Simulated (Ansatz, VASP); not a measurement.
**One calculation of Mg, two programs**

```
CELL_PARAMETERS angstrom
-1.47650 1.47650 1.44697
1.47650 -1.47650 1.44697
1.47650 1.47650 -1.44697
ATOMIC_POSITIONS crystal
Mg 0.00000 0.00000 0.00000
```

Change from the starting cell: zz strain of -2 %.

Alike in both runs: task single point; functional PBEsol; k mesh 16 × 16 × 16; occupations fermi-dirac, width 0.05 eV; no spin polarisation.

```csv
,VASP,Ansatz
version,VASP 6.6.1,Ansatz 0.2.0
potentials or method,"VASP PAW PBE potentials, release 64 (Mg), cutoff 520 eV","all-electron LAPW, scalar-relativistic"
```

```tsv
	VASP	Ansatz	Ansatz less VASP
pressure (GPa)	66.2	64.7	-1.48
traceless stress, the component that is largest in VASP (GPa)	1.07	1.04	-0.025
```

VASP's potentials were made for PBE, not for PBEsol. Both programs put the cell under a high pressure, so it lies far from rest at this level. Ansatz ran all-electron here, and VASP with PAW potentials.

Noted on VASP's run: the cell as given lies far from equilibrium.
